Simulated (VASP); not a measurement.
# SnO2 (R-3m) in VASP: notebook

Runs on SnO2. Level: PBE. Tasks: single point.

Program: VASP 6.6.1. These are calculated values, not measurements. Logs are shortened: lines on timing, memory, paths and dates and some standing lists are left out, and cuts for length are marked.

**1. The cell of the first run**

It takes space group R-3m (No. 166, trigonal). Conventional cell: a = 3.290 Å, b = 3.290 Å, c = 15.013 Å, α = 90.00°, β = 90.00°, γ = 120.00°. Within 2.7 Å of Sn (site symmetry -3m) lie 6 O at 2.05 Å. O (site symmetry 3m) has 3 Sn at 2.05 Å and 3 O at 2.44 Å within 2.7 Å.

**2. Single point, PBE**

The input, INCAR:

```
PREC = Accurate ; ENCUT = 520
EDIFF = 1E-6 ; ISMEAR = 0
SIGMA = 0.05 ; LREAL = False
LASPH = True ; NELM = 60
ALGO = Normal ; ISIF = 2
LWAVE = False ; LCHARG = False
GGA = PE ; NBANDS = 20
```

The input, KPOINTS:

```
regular mesh
0
Gamma
  12 12 12
```

The input, POSCAR:

```
SnO2
1.0
    1.6450283737      0.9497575744      5.0042302243
   -1.6450283737      0.9497575744      5.0042302243
    0.0000000000     -1.8995151487      5.0042302243
Sn O
1 2
Direct
    0.5000000000      0.5000000000      0.5000000000
    0.2176001231      0.2176001231      0.2176001231
    0.7823998769      0.7823998769      0.7823998769
```

Potentials or basis: VASP PAW PBE potentials, release 64 (Sn_d, O).

Run with:

```
> cat potpaw_PBE.64/Sn_d/POTCAR potpaw_PBE.64/O/POTCAR > POTCAR
> mpirun -np 1 vasp_std > vasp.out
```

OUTCAR:

```text
PREC = Accurate
   ENCUT = 520
   EDIFF = 1E-6
   ISMEAR = 0
   LREAL = False
   LASPH = True
   NELM = 60
   ISIF = 2
   GGA = PE

 ion  position               nearest neighbor table
   1  0.500  0.500  0.500-   2 2.05   3 2.05   2 2.05   2 2.05   3 2.05   3 2.05
   2  0.218  0.218  0.218-   1 2.05   1 2.05   1 2.05
   3  0.782  0.782  0.782-   1 2.05   1 2.05   1 2.05

  LATTYP: Found a trigonal (rhomboedric) cell.
 ALAT       =     5.3526141219
 COS(alpha) =     0.8110943660

  Lattice vectors:

 A1 = (   1.6450283737,   0.9497575744,   5.0042302243)
 A2 = (  -1.6450283737,   0.9497575744,   5.0042302243)
 A3 = (   0.0000000000,  -1.8995151487,   5.0042302243)

Analysis of symmetry for initial positions (statically):
=====================================================================
 Subroutine PRICEL returns:
 Original cell was already a primitive cell.

 Routine SETGRP: Setting up the symmetry group for a
 trigonal (rhombohedral) supercell.

 Subroutine GETGRP returns: Found 12 space group operations
 (whereof 12 operations were pure point group operations)
 out of a pool of 12 trial point group operations.

The static configuration has the point symmetry D_3d.

Analysis of symmetry for dynamics (positions and initial velocities):
=====================================================================
 Subroutine PRICEL returns:
 Original cell was already a primitive cell.

 Routine SETGRP: Setting up the symmetry group for a
 trigonal (rhombohedral) supercell.

 Subroutine GETGRP returns: Found 12 space group operations
 (whereof 12 operations were pure point group operations)
 out of a pool of 12 trial point group operations.

The dynamic configuration has the point symmetry D_3d.

 Subroutine INISYM returns: Found 12 space group operations
 (whereof 12 operations are pure point group operations),
 and found     1 'primitive' translations

----------------------------------------------------------------------------------------

                                     Primitive cell

  volume of cell :      46.9110

  direct lattice vectors                    reciprocal lattice vectors
     1.645028374  0.949757574  5.004230224     0.303946125  0.175483377  0.066610311
    -1.645028374  0.949757574  5.004230224    -0.303946125  0.175483377  0.066610311
     0.000000000 -1.899515149  5.004230224     0.000000000 -0.350966754  0.066610311

  length of vectors
     5.352614122  5.352614122  5.352614122     0.357231852  0.357231852  0.357231852

  position of ions in fractional coordinates (direct lattice)
     0.500000000  0.500000000  0.500000000
     0.217600123  0.217600123  0.217600123
     0.782399877  0.782399877  0.782399877

  ion indices of the primitive-cell ions
   primitive index   ion index
                 1           1
                 2           2
                 3           3

----------------------------------------------------------------------------------------

 KPOINTS: regular mesh

Automatic generation of k-mesh.
 Grid dimensions read from file:
 generate k-points for:   12   12   12

 Generating k-lattice:

  Cartesian coordinates                     Fractional coordinates (reciprocal lattice)
     0.025328844  0.014623615  0.005550859     0.083333333  0.000000000  0.000000000
    -0.025328844  0.014623615  0.005550859     0.000000000  0.083333333  0.000000000
     0.000000000 -0.029247230  0.005550859    -0.000000000 -0.000000000  0.083333333

  Length of vectors
     0.029769321  0.029769321  0.029769321

  Shift w.r.t. Gamma in fractional coordinates (k-lattice)
     0.000000000  0.000000000  0.000000000

 Subroutine IBZKPT returns following result:
 ===========================================

 Found    189 irreducible k-points:

 Following reciprocal coordinates:
            Coordinates               Weight
  0.000000  0.000000  0.000000      1.000000
  0.083333  0.000000 -0.000000      6.000000
  0.166667 -0.000000 -0.000000      6.000000
  0.250000 -0.000000  0.000000      6.000000
  0.333333  0.000000 -0.000000      6.000000
  0.416667  0.000000  0.000000      6.000000
[... 16 lines left out ...]
  0.500000  0.166667 -0.000000     12.000000
 -0.416667  0.166667  0.000000     12.000000
 [... further k-points ...]
   k-points           NKPTS =    189   k-points in BZ     NKDIM =    189   number of bands    NBANDS=     20
   number of dos      NEDOS =    301   number of ions     NIONS =      3
   total plane-waves  NPLWV =  64000
   dimension x,y,z NGX =    40 NGY =   40 NGZ =   40
   dimension x,y,z NGXF=    80 NGYF=   80 NGZF=   80
   ions per type =               1   2
   NGX,Y,Z   is equivalent  to a cutoff of  12.42, 12.42, 12.42 a.u.
   NGXF,Y,Z  is equivalent  to a cutoff of  24.85, 24.85, 24.85 a.u.
 SYSTEM =  unknown system
   PREC   = accura    normal or accurate (medium, high low for compatibility)
   ISTART =      0    job   : 0-new  1-cont  2-samecut
   ICHARG =      2    charge: 1-file 2-atom 10-const
   ISPIN  =      1    spin polarized calculation?
   LNONCOLLINEAR =      F non collinear calculations
   LSORBIT =      F    spin-orbit coupling
   LASPH  =      T    aspherical Exc in radial PAW
   ENCUT  =  520.0 eV  38.22 Ry    6.18 a.u.   9.95  9.95  9.95*2*pi/ulx,y,z
   NELM   =     60;   NELMIN=  2; NELMDL= -5     # of ELM steps
   EDIFF  = 0.1E-05   stopping-criterion for ELM
   LREAL  =      F    real-space projection
   EDIFFG = 0.1E-04   stopping-criterion for IOM
   NSW    =      0    number of steps for IOM
   IBRION =     -1    ionic relax: 0-MD 1-quasi-New 2-CG
   NFREE  =      0    steps in history (QN), initial steepest desc. (CG)
   ISIF   =      2    stress and relaxation
   ISYM   =      2    0-nonsym 1-usesym 2-fastsym
   POTIM  = 0.5000    time-step for ionic-motion
   TEBEG  =    0.0;   TEEND  =   0.0 temperature during run
   PSTRESS=    0.0 pullay stress
   NELECT =      26.0000    total number of electrons
   NUPDOWN=      -1.0000    fix difference up-down
   EMIN   =  10.00;   EMAX   =-10.00  energy-range for DOS
   EFERMI =   0.00;   METHOD = LEGACY
   ISMEAR =     0;   SIGMA  =   0.05  broadening in eV -4-tet -1-fermi 0-gaus
   EFERMI_NEDOS =   21; number of points for ismear=-14 and -15
   IALGO  =     38    algorithm
   IMIX   =      4    mixing-type and parameters
     AMIX     =   0.40;   BMIX     =  1.00
     AMIX_MAG =   1.60;   BMIX_MAG =  1.00
  volume/ion in A,a.u.               =      15.64       105.52
  Fermi-wavevector in a.u.,A,eV,Ry     =   1.344748  2.541206 24.604073  1.808348
  Thomas-Fermi vector in A             =   2.472717
   LORBIT       =      0    0 simple, 1 ext, 2 COOP (PROOUT), +10 PAW based schemes
   GGA     = PE    functional components
   LHFCALC =     F    Hartree Fock is set to
   AEXX    =    0.0000 exact exchange contribution
   IVDW    =     0    specifies the selected vdW correction
   LEPSILON=     F    determine dielectric tensor
   LRPA    =     F    only Hartree local field effects (RPA)
 non-spin polarized calculation
 Gauss-broadening in eV      SIGMA  =   0.05
  energy-cutoff  :      520.00
  volume of cell :       46.91
 maximum number of plane-waves:      1282
   NGX = 19   NGY = 19   NGZ = 19

 number of electron      26.0000002 magnetization

 Free energy of the ion-electron system (eV)
  ---------------------------------------------------
  ext. energy  EPLUGINS =         0.00000000
  ---------------------------------------------------
  free energy    TOTEN  =       -17.52542880 eV

  energy without entropy =      -17.52542880  energy(sigma->0) =      -17.52542880

 E-fermi :   3.1104     XC(G=0):  -9.2906

 val. band max:        2.7852115356   @ k =  -0.1667   0.4167   0.1667
 cond. band min:       4.7172932977   @ k =   0.0000   0.0000   0.0000
 fundamental gap:      1.9320817621
 Fermi energy:         3.1103532394

 k-point     1 :       0.0000    0.0000    0.0000
  band No.  band energies     occupation
      1     -17.7325      2.00000
      2     -17.0002      2.00000
      3     -17.0002      2.00000
      4     -16.7619      2.00000
      5     -16.7619      2.00000
      6     -15.3925      2.00000
[... 12 lines left out ...]
     19      19.9316      0.00000
     20      20.1780      0.00000

 k-point     2 :       0.0833    0.0000   -0.0000
  band No.  band energies     occupation
      1     -17.6800      2.00000
      2     -17.0741      2.00000
      3     -16.9875      2.00000
      4     -16.7687      2.00000
      5     -16.7587      2.00000
      6     -15.3696      2.00000
[... 12 lines left out ...]
     19      18.7264      0.00000
     20      20.1712      0.00000

 k-point     3 :       0.1667   -0.0000   -0.0000
  band No.  band energies     occupation
      1     -17.5603      2.00000
      2     -17.2360      2.00000
      3     -16.9574      2.00000
      4     -16.7855      2.00000
      5     -16.7448      2.00000
      6     -15.2907      2.00000
[... 12 lines left out ...]
     19      17.5827      0.00000
     20      20.1549      0.00000

 k-point     4 :       0.2500   -0.0000    0.0000
  band No.  band energies     occupation
      1     -17.6038      2.00000
      2     -17.2228      2.00000
      3     -16.9301      2.00000
      4     -16.8049      2.00000
      5     -16.7108      2.00000
      6     -15.1402      2.00000
[... 12 lines left out ...]
     19      16.7110      0.00000
     20      19.6933      0.00000

 k-point     5 :       0.3333    0.0000   -0.0000
  band No.  band energies     occupation
      1     -17.7892      2.00000
      2     -17.0586      2.00000
      3     -16.9177      2.00000
      4     -16.8140      2.00000
      5     -16.6602      2.00000
      6     -14.9214      2.00000
[... 12 lines left out ...]
     19      16.5512      0.00000
     20      18.3511      0.00000
[... 353 lines left out ...]
      6     -14.9509      2.00000
[... 12 lines left out ...]
     19      16.0941      0.00000
     20      18.9898      0.00000

 k-point    22 :       0.4167    0.1667   -0.0000
  band No.  band energies     occupation
      1     -17.6967      2.00000
      2     -17.2524      2.00000
      3     -16.9076      2.00000
      4     -16.8179      2.00000
      5     -16.6729      2.00000
      6     -14.5995      2.00000
[... 12 lines left out ...]
     19      16.5101      0.00000
     20      18.0229      0.00000

 k-point    23 :       0.5000    0.1667   -0.0000
  band No.  band energies     occupation
      1     -17.8070      2.00000
      2     -17.1799      2.00000
      3     -16.9074      2.00000
      4     -16.8033      2.00000
      5     -16.6826      2.00000
      6     -14.2329      2.00000
[... 12 lines left out ...]
     19      17.0122      0.00000
     20      17.3429      0.00000

 k-point    24 :      -0.4167    0.1667    0.0000
  band No.  band energies     occupation
      1     -17.8465      2.00000
      2     -17.1543      2.00000
      3     -16.9087      2.00000
      4     -16.7839      2.00000
      5     -16.6995      2.00000
      6     -14.0619      2.00000
[... 12 lines left out ...]
     19      16.8287      0.00000
     20      17.1088      0.00000

 [... further k-points ...]

------------------------ aborting loop because EDIFF is reached ----------------------------------------

  FORCE on cell =-STRESS in cart. coord.  units (eV):
  Direction    XX          YY          ZZ          XY          YZ          ZX
  --------------------------------------------------------------------------------------
  -------------------------------------------------------------------------------------
  Total        4.3640665      4.3640665      4.4185945      0.0000000      0.0000000      0.0000000
  in kB      149.0483753    149.0483753    150.9107023      0.0000000      0.0000000      0.0000000
  external PRESSURE =     149.6691510 kB  Pullay stress =       0.0000000 kB

 VOLUME and BASIS-vectors are now :
 -----------------------------------------------------------------------------
  energy-cutoff  :      520.00
  volume of cell :       46.91
      direct lattice vectors                 reciprocal lattice vectors
     1.645028374  0.949757574  5.004230224     0.303946125  0.175483377  0.066610311
    -1.645028374  0.949757574  5.004230224    -0.303946125  0.175483377  0.066610311
     0.000000000 -1.899515149  5.004230224     0.000000000 -0.350966754  0.066610311

 POSITION                                       TOTAL-FORCE (eV/Angst)
 -----------------------------------------------------------------------------------
      0.00000      0.00000      7.50635         0.000000     -0.000000     -0.000000
      0.00000      0.00000      3.26676        -0.000000      0.000000      3.030901
      0.00000      0.00000     11.74593        -0.000000     -0.000000     -3.030901
 -----------------------------------------------------------------------------------
    total drift:                                0.000000      0.000000     -0.000000

  FREE ENERGIE OF THE ION-ELECTRON SYSTEM (eV)
  ---------------------------------------------------
  free  energy   TOTEN  =       -17.5254288038 eV

  energy  without entropy=      -17.5254288038  energy(sigma->0) =      -17.52542880
```

Wall time 1.9 min (1 thread of Intel Xeon 6975P-C (Granite Rapids), shared host); peak memory 0.35 GiB.

Results:

```yaml
Free_energy: -17.5254 eV
Pressure: 15.0 GPa
Largest_force: 3.031 eV/Å
Band_gap_on_the_k_mesh: 1.93 eV, indirect (least direct gap 3.03 eV)
```

Forces on the atoms (eV/Å):
```
Sn   0.000  0.000  0.000
O    0.000  0.000  3.031
O    0.000  0.000 -3.031
```

Levels at points of the mesh, in eV from the valence-band top:
```csv
k point,band 11,band 12,band 13,band 14,band 15,band 16
"(0.00, 0.00, 0.00)",-1.50,-1.50,-1.10,1.93,6.35,9.50
"(0.50, 0.00, 0.00)",-0.83,-0.57,-0.33,6.02,7.57,9.13
"(0.50, 0.50, 0.00)",-0.69,-0.34,-0.29,5.95,6.78,9.77
"(0.50, 0.50, 0.50)",-1.71,-1.49,-1.49,2.82,5.83,10.12
```

Caveat: spin-orbit coupling is left out, which moves the levels of the heavy elements; forces of over 1 eV/Å act on the atoms, so gaps and moduli don't describe the material at rest.

**3. Single point, PBE**

The input, INCAR:

```
ALGO = Normal
EDIFF = 1E-6
ENCUT = 520
GGA = PE
ISIF = 2
ISMEAR = 0
LASPH = T
LCHARG = T
LELF = T
LREAL = F
LVHAR = T
LWAVE = F
NBANDS = 20
NELM = 80
PREC = Accurate
SIGMA = 0.05
```

The input, KPOINTS:

```
k-points
0
Gamma
  12 12 12
```

The input, POSCAR:

```
SnO2
1.0
    1.6450283737      0.9497575744      5.0042302243
   -1.6450283737      0.9497575744      5.0042302243
    0.0000000000     -1.8995151487      5.0042302243
Sn O
1 2
Direct
    0.5000000000      0.5000000000      0.5000000000
    0.2291218238      0.2291218238      0.2291218238
    0.7708781762      0.7708781762      0.7708781762
```

Potentials or basis: VASP PAW PBE potentials, release 64 (Sn_d, O).

Run with:

```
> cat potpaw_PBE.64/Sn_d/POTCAR potpaw_PBE.64/O/POTCAR > POTCAR
> mpirun -np 1 vasp_std > vasp.out
```

OUTCAR:

```text
EDIFF = 1E-6
   ENCUT = 520
   GGA = PE
   ISIF = 2
   ISMEAR = 0
   LASPH = T
   LREAL = F
   NELM = 80
   PREC = Accurate

 ion  position               nearest neighbor table
   1  0.500  0.500  0.500-   2 2.12   3 2.12   2 2.12   2 2.12   3 2.12   3 2.12
   2  0.229  0.229  0.229-   1 2.12   1 2.12   1 2.12
   3  0.771  0.771  0.771-   1 2.12   1 2.12   1 2.12

  LATTYP: Found a trigonal (rhomboedric) cell.
 ALAT       =     5.3526141219
[... 746 lines left out ...]

  FORCE on cell =-STRESS in cart. coord.  units (eV):
  Direction    XX          YY          ZZ          XY          YZ          ZX
  --------------------------------------------------------------------------------------
  -------------------------------------------------------------------------------------
  Total       -0.5003217     -0.5003217      1.0055994      0.0000000      0.0000000      0.0000000
  in kB      -17.0877627    -17.0877627     34.3447934      0.0000000      0.0000000      0.0000000
  external PRESSURE =       0.0564227 kB  Pullay stress =       0.0000000 kB

 VOLUME and BASIS-vectors are now :
 -----------------------------------------------------------------------------
  energy-cutoff  :      520.00
  volume of cell :       46.91
      direct lattice vectors                 reciprocal lattice vectors
     1.645028374  0.949757574  5.004230224     0.303946125  0.175483377  0.066610311
    -1.645028374  0.949757574  5.004230224    -0.303946125  0.175483377  0.066610311
     0.000000000 -1.899515149  5.004230224     0.000000000 -0.350966754  0.066610311

 POSITION                                       TOTAL-FORCE (eV/Angst)
 -----------------------------------------------------------------------------------
      0.00000      0.00000      7.50635         0.000000      0.000000     -0.000000
      0.00000      0.00000      3.43974         0.000000      0.000000      0.621785
      0.00000      0.00000     11.57296         0.000000     -0.000000     -0.621785
 -----------------------------------------------------------------------------------
    total drift:                                0.000000      0.000000      0.000000

  FREE ENERGIE OF THE ION-ELECTRON SYSTEM (eV)
  ---------------------------------------------------
  free  energy   TOTEN  =       -18.1487514468 eV

  energy  without entropy=      -18.1487514468  energy(sigma->0) =      -18.14875145
```

stdout:

```text
POSCAR found type information on POSCAR SnO
 POSCAR found :  2 types and       3 ions
 scaLAPACK will be used
 LDA part: xc-table for (Slater+PW92), standard interpolation
 POSCAR, INCAR and KPOINTS ok, starting setup
 FFT: planning ... GRIDC
 FFT: planning ... GRID_SOFT
 FFT: planning ... GRID
 WAVECAR not read
 entering main loop
```

Wall time 2 min (1 thread of Intel Xeon 6975P-C (Granite Rapids), shared host); peak memory 0.34 GiB.

What came out:

| Quantity | Value |
| --- | --- |
| Free energy | -18.1488 eV |
| Pressure | 0.0 GPa |
| Largest force | 0.622 eV/Å |
| Band gap on the k mesh | 1.81 eV, indirect (least direct gap 2.16 eV) |

Forces in eV/Å, atoms in the order of the input:
```
Sn   0.000  0.000  0.000
O    0.000  0.000  0.622
O    0.000  0.000 -0.622
```

Stress tensor (GPa, compression positive):
```
-1.71  0.00  0.00
 0.00 -1.71  0.00
 0.00  0.00  3.43
```

Caveat: spin-orbit coupling is left out, which moves the levels of the heavy elements. PBE gaps usually lie below the measured ones, often by a third to a half.

**4. Single point, PBE**

The input, INCAR:

```
SYSTEM = SnO2
PREC = Accurate
ENCUT = 520
EDIFF = 1E-6
ISMEAR = 0
SIGMA = 0.05
LREAL = .False.
LASPH = .True.
NELM = 100
ALGO = Normal
ISIF = 2
LWAVE = .False.
LCHARG = .False.
GGA = PE
NBANDS = 20
```

The input, KPOINTS:

```
Automatic mesh
0
Gamma
  12 12 12
  0 0 0
```

The input, POSCAR:

```
SnO2
1.0
    1.6450283737      0.9497575744      5.0042302243
   -1.6450283737      0.9497575744      5.0042302243
    0.0000000000     -1.8995151487      5.0042302243
Sn O
1 2
Direct
    0.5000000000      0.5000000000      0.5000000000
    0.2521652253      0.2521652253      0.2521652253
    0.7478347747      0.7478347747      0.7478347747
```

Run with:

```
> cat potpaw_PBE.64/Sn_d/POTCAR potpaw_PBE.64/O/POTCAR > POTCAR
> mpirun -np 1 vasp_std > vasp.out
```

Run time: 1.9 min. Hardware: 1 thread of Intel Xeon 6975P-C (Granite Rapids), shared host; peak memory 0.34 GiB.

The run converged. Its results:

| Item | Value |
| --- | --- |
| Free energy | -17.2046 eV |
| Pressure | -17.9 GPa |
| Largest force | 3.081 eV/Å |
| Band gap on the k mesh | 1.16 eV, indirect (least direct gap 1.17 eV) |

Forces in eV/Å, atoms in the order of the input:
```
Sn   0.000  0.000  0.000
O    0.000  0.000 -3.081
O    0.000  0.000  3.081
```

Stress tensor (GPa, compression positive):
```
-13.93   0.00   0.00
  0.00 -13.93   0.00
  0.00   0.00 -25.76
```

Levels at points of the mesh, in eV from the valence-band top:
| k point | band 9 | band 10 | band 11 | band 12 | band 13 | band 14 | band 15 | band 16 | band 17 | band 18 |
| --- | --- | --- | --- | --- | --- | --- | --- | --- | --- | --- |
| (0.00, 0.00, 0.00) | -0.60 | -0.60 | -0.46 | -0.46 | -0.01 | 1.16 | 5.23 | 10.15 | 10.15 | 11.77 |
| (0.50, 0.00, 0.00) | -3.46 | -1.79 | -1.69 | -0.76 | -0.55 | 3.54 | 5.92 | 9.02 | 9.76 | 10.71 |
| (0.50, 0.50, 0.00) | -3.79 | -1.88 | -1.26 | -0.30 | -0.03 | 3.13 | 5.19 | 9.20 | 9.66 | 10.30 |
| (0.50, 0.50, 0.50) | -1.18 | -0.73 | -0.73 | -0.34 | -0.34 | 2.61 | 4.92 | 10.29 | 10.29 | 13.37 |

Caveat: spin-orbit coupling is left out, which moves the levels of the heavy elements; forces of over 1 eV/Å act on the atoms, so gaps and moduli don't describe the material at rest.
